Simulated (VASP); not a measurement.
# Al5BAs6 (P31m) in VASP: further runs

The runs below take Al5BAs6 through single point, relaxation of cell and atoms, with PBE.

Everything below comes from runs of VASP 6.6.1. Logs are shortened: lines on timing, memory, paths and dates and some standing lists are left out, and cuts for length are marked.

**1. The cell of the first run**

Symmetry: P31m, No. 157, trigonal system. The conventional cell has a = 6.532 Å, b = 6.532 Å, c = 6.198 Å, α = 90.00°, β = 90.00°, γ = 120.00°. Al (site symmetry 3) has 4 As at 2.31 to 2.32 Å within 3.1 Å. Al (site symmetry m) has 4 As at 2.31 to 2.32 Å within 3.1 Å. B (site symmetry 3m) has 4 As at 2.31 to 2.32 Å within 3.1 Å. As (site symmetry 3) has 4 Al at 2.31 to 2.32 Å within 3.1 Å. As (site symmetry 3m) has 3 Al at 2.31 Å and 1 B at 2.32 Å within 3.1 Å. Within 3.1 Å of As (site symmetry m) lie 3 Al at 2.31 to 2.32 Å and 1 B at 2.31 Å.

**2. Single point, PBE**

Input file INCAR:

```
ALGO     = Normal         # electronic algorithm
EDIFF    = 1E-6           # SCF threshold, eV
ENCUT    = 520            # plane-wave cutoff, eV
GGA      = PE             # functional
ISIF     = 2              # what is computed and relaxed
ISMEAR   = 0              # smearing method
LASPH    = T              # aspherical terms in the spheres
LCHARG   = T              # write CHGCAR
LELF     = T              # ELF
LREAL    = F              # projectors in reciprocal space
LVHAR    = T            
LWAVE    = F              # write WAVECAR
NBANDS   = 36             # bands
NELM     = 60             # most SCF steps
PREC     = Accurate       # precision mode
SIGMA    = 0.1            # smearing width, eV
```

Input file KPOINTS:

```
k-points
0
Gamma
  3 3 4
```

Input file POSCAR:

```
Al5BAs6
1.0
    6.5321828800      0.0000000000      0.0000000000
   -3.2660914400      5.6570363200      0.0000000000
    0.0000000000      0.0000000000      6.1981039400
Al B As
5 1 6
Direct
    0.6666666700      0.3333333300      0.0006830000
    0.3333333300      0.6666666700      0.0006830000
    0.0000000000      0.3333333300      0.5006830000
    0.6666666700      0.6666666700      0.5006830000
    0.3333333300      0.0000000000      0.5006830000
    0.0000000000      0.0000000000      0.0006830000
    0.6666666700      0.3333333300      0.3753170100
    0.3333333300      0.6666666700      0.3753170100
    0.0000000000      0.0000000000      0.3753170100
    0.0000000000      0.3333333300      0.8753170100
    0.6666666700      0.6666666700      0.8753170100
    0.3333333300      0.0000000000      0.8753170100
```

Potentials or basis: VASP PAW PBE potentials, release 64 (Al, B, As).

Launch:

```console
$ cat potpaw_PBE.64/Al/POTCAR potpaw_PBE.64/B/POTCAR potpaw_PBE.64/As/POTCAR > POTCAR
$ mpirun -np 1 vasp_std > vasp.out
```

OUTCAR:

```text
EDIFF = 1E-6
   ENCUT = 520
   GGA = PE
   ISIF = 2
   ISMEAR = 0
   LASPH = T
   LREAL = F
   NELM = 60
   PREC = Accurate

 ion  position               nearest neighbor table
   1  0.667  0.333  0.001-  10 2.31  12 2.31  11 2.31   7 2.32
   2  0.333  0.667  0.001-  12 2.31  10 2.31  11 2.31   8 2.32
   3  0.000  0.333  0.501-   7 2.31   9 2.31   8 2.31  10 2.32
   4  0.667  0.667  0.501-   9 2.31   8 2.31   7 2.31  11 2.32
   5  0.333  0.000  0.501-   9 2.31   8 2.31   7 2.31  12 2.32
   6  0.000  0.000  0.001-  12 2.31  11 2.31  10 2.31   9 2.32
   7  0.667  0.333  0.375-   3 2.31   5 2.31   4 2.31   1 2.32
   8  0.333  0.667  0.375-   5 2.31   3 2.31   4 2.31   2 2.32
   9  0.000  0.000  0.375-   5 2.31   4 2.31   3 2.31   6 2.32
  10  0.000  0.333  0.875-   1 2.31   6 2.31   2 2.31   3 2.32
  11  0.667  0.667  0.875-   6 2.31   2 2.31   1 2.31   4 2.32
  12  0.333  0.000  0.875-   6 2.31   2 2.31   1 2.31   5 2.32

  LATTYP: Found a hexagonal cell.
 ALAT       =     6.5321828800
 C/A-ratio  =     0.9488564625

  Lattice vectors:

 A1 = (   6.5321828800,   0.0000000000,   0.0000000000)
 A2 = (  -3.2660914400,   5.6570363200,   0.0000000000)
 A3 = (   0.0000000000,   0.0000000000,   6.1981039400)

Analysis of symmetry for initial positions (statically):
=====================================================================
 Subroutine PRICEL returns:
 Original cell was already a primitive cell.

 Routine SETGRP: Setting up the symmetry group for a
 hexagonal supercell.

 Subroutine GETGRP returns: Found  6 space group operations
 (whereof  6 operations were pure point group operations)
 out of a pool of 24 trial point group operations.

The static configuration has the point symmetry C_3v.

Analysis of symmetry for dynamics (positions and initial velocities):
=====================================================================
 Subroutine PRICEL returns:
 Original cell was already a primitive cell.

 Routine SETGRP: Setting up the symmetry group for a
 hexagonal supercell.

 Subroutine GETGRP returns: Found  6 space group operations
 (whereof  6 operations were pure point group operations)
 out of a pool of 24 trial point group operations.

The dynamic configuration has the point symmetry C_3v.

 Subroutine INISYM returns: Found  6 space group operations
 (whereof  6 operations are pure point group operations),
[... 110 lines left out ...]
   TEBEG  =    0.0;   TEEND  =   0.0 temperature during run
   PSTRESS=    0.0 pullay stress
   NELECT =      48.0000    total number of electrons
   NUPDOWN=      -1.0000    fix difference up-down
   EMIN   =  10.00;   EMAX   =-10.00  energy-range for DOS
   EFERMI =   0.00;   METHOD = LEGACY
   ISMEAR =     0;   SIGMA  =   0.10  broadening in eV -4-tet -1-fermi 0-gaus
   EFERMI_NEDOS =   21; number of points for ismear=-14 and -15
   IALGO  =     38    algorithm
   IMIX   =      4    mixing-type and parameters
     AMIX     =   0.40;   BMIX     =  1.00
     AMIX_MAG =   1.60;   BMIX_MAG =  1.00
  volume/ion in A,a.u.               =      19.09       128.80
  Fermi-wavevector in a.u.,A,eV,Ry     =   0.972418  1.837604 12.865637  0.945598
  Thomas-Fermi vector in A             =   2.102715
   LORBIT       =      0    0 simple, 1 ext, 2 COOP (PROOUT), +10 PAW based schemes
   GGA     = PE    functional components
   LHFCALC =     F    Hartree Fock is set to
   AEXX    =    0.0000 exact exchange contribution
   IVDW    =     0    specifies the selected vdW correction
   LEPSILON=     F    determine dielectric tensor
   LRPA    =     F    only Hartree local field effects (RPA)
 non-spin polarized calculation
 Gauss-broadening in eV      SIGMA  =   0.10
  energy-cutoff  :      520.00
  volume of cell :      229.04
 maximum number of plane-waves:      6189
 NGX is ok and might be reduce to    50
   NGX = 25   NGY = 25   NGZ = 23

 number of electron      47.9999999 magnetization

 Free energy of the ion-electron system (eV)
  ---------------------------------------------------
  ext. energy  EPLUGINS =         0.00000000
  ---------------------------------------------------
  free energy    TOTEN  =       -54.56393065 eV

  energy without entropy =      -54.56393065  energy(sigma->0) =      -54.56393065

 E-fermi :   5.6488     XC(G=0):  -9.6364

 val. band max:        5.2134416064   @ k =   0.0000   0.0000   0.0000
 cond. band min:       6.1086367189   @ k =   0.3333   0.3333   0.2500
 fundamental gap:      0.8951951125
 Fermi energy:         5.6488353276

 k-point     1 :       0.0000    0.0000    0.0000
  band No.  band energies     occupation
      1      -7.8699      2.00000
      2      -6.0258      2.00000
      3      -5.5263      2.00000
      4      -5.4764      2.00000
      5      -5.4764      2.00000
      6      -5.4468      2.00000
[... 379 lines left out ...]
     35       9.5472      0.00000
     36       9.5472      0.00000

------------------------ aborting loop because EDIFF is reached ----------------------------------------

  FORCE on cell =-STRESS in cart. coord.  units (eV):
  Direction    XX          YY          ZZ          XY          YZ          ZX
  --------------------------------------------------------------------------------------
  -------------------------------------------------------------------------------------
  Total       21.5521745     21.5521746     22.0221701      0.0000000      0.0000000      0.0000000
  in kB      150.7632604    150.7632606    154.0510060      0.0000000      0.0000000      0.0000000
  external PRESSURE =     151.8591756 kB  Pullay stress =       0.0000000 kB

 VOLUME and BASIS-vectors are now :
 -----------------------------------------------------------------------------
  energy-cutoff  :      520.00
  volume of cell :      229.04
      direct lattice vectors                 reciprocal lattice vectors
     6.532182880  0.000000000  0.000000000     0.153088182  0.088385503  0.000000000
    -3.266091440  5.657036320  0.000000000     0.000000000  0.176771006  0.000000000
     0.000000000  0.000000000  6.198103940     0.000000000  0.000000000  0.161339663

 POSITION                                       TOTAL-FORCE (eV/Angst)
 -----------------------------------------------------------------------------------
      3.26609      1.88568      0.00423         0.000000      0.000000      0.257492
     -0.00000      3.77136      0.00423         0.000000     -0.000000      0.257492
     -1.08870      1.88568      3.10329         0.012607     -0.021836     -0.091788
      2.17739      3.77136      3.10329         0.012607      0.021836     -0.091788
      2.17739      0.00000      3.10329        -0.025215     -0.000000     -0.091788
      0.00000      0.00000      0.00423         0.000000      0.000000      0.052939
      3.26609      1.88568      2.32625         0.000000     -0.000000     -0.042931
     -0.00000      3.77136      2.32625         0.000000     -0.000000     -0.042931
      0.00000      0.00000      2.32625         0.000000     -0.000000     -2.789585
     -1.08870      1.88568      5.42531         1.418644     -2.457163      0.860963
      2.17739      3.77136      5.42531         1.418644      2.457163      0.860963
      2.17739      0.00000      5.42531        -2.837287      0.000000      0.860963
 -----------------------------------------------------------------------------------
    total drift:                               -0.000000     -0.000000      0.000795

  FREE ENERGIE OF THE ION-ELECTRON SYSTEM (eV)
  ---------------------------------------------------
  free  energy   TOTEN  =       -54.5639306509 eV

  energy  without entropy=      -54.5639306509  energy(sigma->0) =      -54.56393065
```

Run time: 47 s. Hardware: 1 thread of Intel Xeon 6975P-C (Granite Rapids), shared host; peak memory 0.36 GiB.

Results:

```yaml
Free_energy: -54.5639 eV
Pressure: 15.2 GPa
Largest_force: 2.965 eV/Å
Band_gap_on_the_k_mesh: 0.90 eV (least direct gap 1.75 eV)
```

Forces on the atoms (eV/Å):
```
Al   0.000  0.000  0.257
Al   0.000  0.000  0.257
Al   0.013 -0.022 -0.092
Al   0.013  0.022 -0.092
Al  -0.025  0.000 -0.092
B    0.000  0.000  0.053
As   0.000  0.000 -0.043
As   0.000  0.000 -0.043
As   0.000  0.000 -2.790
As   1.419 -2.457  0.861
As   1.419  2.457  0.861
As  -2.837  0.000  0.861
```

Levels at points of the mesh, in eV from the valence-band top:
```
           k point  band 22  band 23  band 24  band 25  band 26  band 27
(0.00, 0.00, 0.00)    -0.17     0.00     0.00     1.75     1.75     1.85
(0.00, 0.00, 0.50)    -0.75    -0.64    -0.64     1.61     2.86     2.88
```

Caveat: the cell stands under pressure; an odd mesh through Γ misses points on the zone boundary, where band edges can lie; forces of over 1 eV/Å act on the atoms, so gaps and moduli don't describe the material at rest.

(Part 1 of 2 ends here.)
